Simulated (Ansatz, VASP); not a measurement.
**One calculation of VCd, two programs**

```
V Cd
1.0
     3.40008    0.00000    0.00000
    -1.70004    2.94455    0.00000
     0.00000    0.00000    3.31626
V Cd
1 1
Cartesian
  0.0000 0.0000 0.0000
  1.7000 0.9815 1.6581
```

Alike in both runs: task single point; functional PBE; k mesh 6 × 6 × 6; occupations gaussian, width 0.1 eV; collinear spin.

|  | VASP | Ansatz |
| --- | --- | --- |
| version | VASP 6.6.1 | Ansatz 0.2.0 |
| potentials or method | VASP PAW PBE potentials, release 64 (V_sv, Cd), cutoff 520 eV | scalar-relativistic, plane waves, PAW |
| valence electrons in the cell | 25 | 33 |

|  | VASP | Ansatz | Ansatz less VASP |
| --- | --- | --- | --- |
| gap on the k mesh at the Fermi level (eV) | none | none | - |
| net moment per atom (μB) | 1.35 | 1.35 | -0.003 |
| size of the moment on the site where the two differ most (μB) | 2.20 | 2.06 | -0.135 |

Site moments also hang on the region over which each program counts them. A gap of «none» marks a metal or a gap that the smearing closes. VASP's potentials hold 25 valence electrons a cell and Ansatz's 33, so a difference there can come from the potentials and not from the codes.
